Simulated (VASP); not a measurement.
# In (P6_3/mmc) in VASP: further runs, part 2 of 2

VASP 6.6.1.

**4. Single point, LDA (volume scaled by 0.92)**

INCAR

```
SYSTEM = In
PREC = Accurate
ENCUT = 520
EDIFF = 1E-6
ISMEAR = -1
SIGMA = 0.1
LREAL = .False.
LASPH = .True.
NELM = 60
ALGO = Normal
ISIF = 2
LWAVE = .False.
LCHARG = .False.
GGA = CA
NBANDS = 34
```

KPOINTS

```
regular mesh
0
Gamma
  12 12 4
  0 0 0
```

POSCAR

```
In
1.0
    3.1829796126      0.0000000000      0.0000000000
   -1.5914898063      2.7565412043      0.0000000000
    0.0000000000      0.0000000000     10.3278524749
In
4
Direct
    0.0000000000      0.0000000000      1.0000000000
    0.0000000000      0.0000000000      0.5000000000
    0.3333333333      0.6666666667      0.2500000000
    0.6666666667      0.3333333333      0.7500000000
```

The run is started by

```sh
$ cat potpaw_LDA.64/In_d/POTCAR > POTCAR
$ mpirun -np 1 vasp_std > vasp.out
```

It took 43 s on 1 thread of Intel Xeon 6975P-C (Granite Rapids), shared host; peak memory 0.24 GiB.

The run converged. Its results:

```
Free energy            : -12.7576 eV
Pressure               : 5.2 GPa
Band gap on the k mesh : zero (band 26 reaches 13.08 eV, above the bottom of band 27 at 7.72 eV)
```

Stress tensor (GPa, compression positive):
```
5.19 0.00 0.00
0.00 5.19 0.00
0.00 0.00 5.36
```

Levels at points of the mesh, in eV from the Fermi level:
```tsv
k point	band 22	band 23	band 24	band 25	band 26	band 27	band 28	band 29	band 30	band 31
(0.00, 0.00, 0.00)	-9.07	-9.05	-4.37	-4.01	3.61	3.62	9.21	9.21	10.22	10.22
(0.50, 0.00, 0.00)	-4.92	-3.62	-3.58	-3.38	-3.13	0.52	0.63	1.38	2.50	4.22
(0.00, 0.00, 0.50)	-10.26	-7.03	-7.03	-0.61	-0.61	8.30	8.30	9.51	9.51	9.51
(0.50, 0.00, 0.50)	-4.83	-4.42	-4.42	-1.79	-1.79	-1.20	-1.20	3.86	3.86	4.71
```

Caveat: spin-orbit coupling is left out, which moves the levels of the heavy elements.

**5. Single point, LDA (volume scaled by 0.96)**

INCAR

```
SYSTEM = In
PREC     = Accurate       ! precision mode
ENCUT    = 520            ! plane-wave cutoff, eV
EDIFF    = 1E-7           ! SCF threshold, eV
ISMEAR   = -1             ! smearing method
SIGMA    = 0.1            ! smearing width, eV
LREAL    = .FALSE.        ! projectors in reciprocal space
LASPH    = .TRUE.         ! aspherical terms in the spheres
NELM     = 80             ! most SCF steps
ALGO     = Normal         ! electronic algorithm
ISIF     = 2              ! what is computed and relaxed
LWAVE    = .FALSE.        ! write WAVECAR
LCHARG   = .FALSE.        ! write CHGCAR
GGA      = CA             ! functional
NBANDS   = 34             ! bands
```

KPOINTS

```
Automatic mesh
0
G
  12 12 4
  0 0 0
```

POSCAR

```
In
1.0
    3.2284568942      0.0000000000      0.0000000000
   -1.6142284471      2.7959256854      0.0000000000
    0.0000000000      0.0000000000     10.4754131608
In
4
Direct
    0.0000000000      0.0000000000      1.0000000000
    0.0000000000      0.0000000000      0.5000000000
    0.3333333333      0.6666666667      0.2500000000
    0.6666666667      0.3333333333      0.7500000000
```

The run is started by

```sh
$ cat potpaw_LDA.64/In_d/POTCAR > POTCAR
$ mpirun -np 1 vasp_std > vasp.out
```

Wall time 49 s (1 thread of Intel Xeon 6975P-C (Granite Rapids), shared host); peak memory 0.25 GiB.

Results (log left out):

```yaml
Free_energy: -12.8516 eV
Pressure: 2.3 GPa
Band_gap_on_the_k_mesh: zero (band 26 reaches 12.38 eV, above the bottom of band 27 at 7.23 eV)
```

Stress tensor (GPa, compression positive):
```
2.27 0.00 0.00
0.00 2.27 0.00
0.00 0.00 2.41
```

Levels at points of the mesh, in eV from the Fermi level:
| k point | band 22 | band 23 | band 24 | band 25 | band 26 | band 27 | band 28 | band 29 | band 30 | band 31 |
| --- | --- | --- | --- | --- | --- | --- | --- | --- | --- | --- |
| (0.00, 0.00, 0.00) | -8.78 | -8.76 | -4.34 | -3.79 | 3.50 | 3.51 | 8.91 | 8.91 | 9.88 | 9.88 |
| (0.50, 0.00, 0.00) | -4.78 | -3.57 | -3.43 | -3.19 | -3.09 | 0.49 | 0.52 | 1.40 | 2.46 | 4.15 |
| (0.00, 0.00, 0.50) | -9.92 | -6.82 | -6.82 | -0.59 | -0.59 | 8.06 | 8.06 | 9.20 | 9.20 | 9.20 |
| (0.50, 0.00, 0.50) | -4.73 | -4.25 | -4.25 | -1.72 | -1.72 | -1.20 | -1.20 | 3.76 | 3.76 | 4.61 |

Caveat: spin-orbit coupling is left out, which moves the levels of the heavy elements.

**6. Single point, LDA**

INCAR

```
SYSTEM = In
PREC     = Accurate       ! precision mode
ENCUT    = 520            ! plane-wave cutoff, eV
EDIFF    = 1E-7           ! SCF threshold, eV
ISMEAR   = -1             ! smearing method
SIGMA    = 0.1            ! smearing width, eV
LREAL    = .False.        ! projectors in reciprocal space
LASPH    = .True.         ! aspherical terms in the spheres
NELM     = 100            ! most SCF steps
ALGO     = Normal         ! electronic algorithm
ISIF     = 2              ! what is computed and relaxed
LWAVE    = .False.        ! write WAVECAR
LCHARG   = .False.        ! write CHGCAR
NBANDS   = 34             ! bands
```

KPOINTS

```
regular mesh
0
Gamma
  12 12 4
  0 0 0
```

POSCAR

```
In
1.0
    3.2726878274      0.0000000000      0.0000000000
   -1.6363439137      2.8342307972      0.0000000000
    0.0000000000      0.0000000000     10.6189298052
In
4
Direct
    0.0000000000      0.0000000000      1.0000000000
    0.0000000000      0.0000000000      0.5000000000
    0.3333333333      0.6666666667      0.2500000000
    0.6666666667      0.3333333333      0.7500000000
```

Potentials or basis: VASP PAW LDA potentials, release 64 (In_d).

The run is started by

```sh
$ cat potpaw_LDA.64/In_d/POTCAR > POTCAR
$ mpirun -np 1 vasp_std > vasp.out
```

Wall time 50 s (1 thread of Intel Xeon 6975P-C (Granite Rapids), shared host); peak memory 0.25 GiB.

Results (log left out):

| Property | Result |
| --- | --- |
| Free energy | -12.8822 eV |
| Pressure | 0.0 GPa |
| Band gap on the k mesh | zero (band 26 reaches 11.73 eV, above the bottom of band 27 at 6.72 eV) |

Stress tensor (GPa, compression positive):
```
0.01 0.00 0.00
0.00 0.01 0.00
0.00 0.00 0.12
```

Levels at points of the mesh, in eV from the Fermi level:
```
           k point  band 24  band 25  band 26  band 27  band 28  band 29
(0.00, 0.00, 0.00)    -4.31    -3.59     3.39     3.40     8.63     8.63
(0.50, 0.00, 0.00)    -3.26    -3.06    -3.01     0.42     0.46     1.41
(0.00, 0.00, 0.50)    -6.62    -0.57    -0.57     7.83     7.83     8.90
(0.50, 0.00, 0.50)    -4.10    -1.66    -1.66    -1.20    -1.20     3.66
```

Caveat: spin-orbit coupling is left out, which moves the levels of the heavy elements.

**7. Single point, LDA (volume scaled by 1.04)**

INCAR

```
ALGO = Normal ; EDIFF = 1E-7
ENCUT = 520 ; ISIF = 2
ISMEAR = -1 ; LASPH = T
LCHARG = F ; LREAL = F
LWAVE = F ; NBANDS = 34
NELM = 100 ; PREC = Accurate
SIGMA = 0.1
```

KPOINTS

```
k-points
0
Gamma
  12 12 4
```

POSCAR

```
In
1.0
    3.3157544481      0.0000000000      0.0000000000
   -1.6578772240      2.8715275848      0.0000000000
    0.0000000000      0.0000000000     10.7586685906
In
4
Direct
    0.0000000000      0.0000000000      1.0000000000
    0.0000000000      0.0000000000      0.5000000000
    0.3333333333      0.6666666667      0.2500000000
    0.6666666667      0.3333333333      0.7500000000
```

The run is started by

```sh
$ cat potpaw_LDA.64/In_d/POTCAR > POTCAR
$ mpirun -np 1 vasp_std > vasp.out
```

Run time: 72 s. Hardware: 1 thread of Intel Xeon 6975P-C (Granite Rapids), shared host; peak memory 0.28 GiB.

It converged, with:

| Quantity | Value |
| --- | --- |
| Free energy | -12.8629 eV |
| Pressure | -1.7 GPa |
| Band gap on the k mesh | zero (band 26 reaches 11.13 eV, above the bottom of band 27 at 6.25 eV) |

Levels at points of the mesh, in eV from the Fermi level:
| k point | band 24 | band 25 | band 26 | band 27 | band 28 | band 29 |
| --- | --- | --- | --- | --- | --- | --- |
| (0.00, 0.00, 0.00) | -4.29 | -3.40 | 3.29 | 3.30 | 8.36 | 8.36 |
| (0.50, 0.00, 0.00) | -3.10 | -3.04 | -2.85 | 0.34 | 0.43 | 1.41 |
| (0.00, 0.00, 0.50) | -6.45 | -0.56 | -0.56 | 7.60 | 7.60 | 8.62 |
| (0.50, 0.00, 0.50) | -3.98 | -1.61 | -1.61 | -1.18 | -1.18 | 3.56 |

Caveat: spin-orbit coupling is left out, which moves the levels of the heavy elements.

**8. The runs side by side**

| cell | k mesh | gap on the mesh (eV) | pressure (GPa) |
| --- | --- | --- | --- |
| a = 3.273, b = 3.273, c = 10.619 Å, angles 90.0, 90.0, 120.0°, 4 atoms | 11 × 11 × 3 | none | 0.0 |
| a = 3.136, b = 3.136, c = 10.176 Å, angles 90.0, 90.0, 120.0°, 4 atoms | 12 × 12 × 4 | none | 8.9 |
| a = 3.183, b = 3.183, c = 10.328 Å, angles 90.0, 90.0, 120.0°, 4 atoms | 12 × 12 × 4 | none | 5.2 |
| a = 3.228, b = 3.228, c = 10.475 Å, angles 90.0, 90.0, 120.0°, 4 atoms | 12 × 12 × 4 | none | 2.3 |
| a = 3.273, b = 3.273, c = 10.619 Å, angles 90.0, 90.0, 120.0°, 4 atoms | 12 × 12 × 4 | none | 0.0 |
| a = 3.316, b = 3.316, c = 10.759 Å, angles 90.0, 90.0, 120.0°, 4 atoms | 12 × 12 × 4 | none | -1.7 |

Alike in all rows: task single point; level LDA; potentials or basis VASP PAW LDA potentials, release 64 (In_d); no spin polarisation; cutoff (eV) 520; smearing fermi-dirac 0.1 eV.

Caveats: spin-orbit coupling is left out, which moves the levels of the heavy elements.

Total energies depend on the potentials used, so only differences within one code and one set of settings carry meaning.
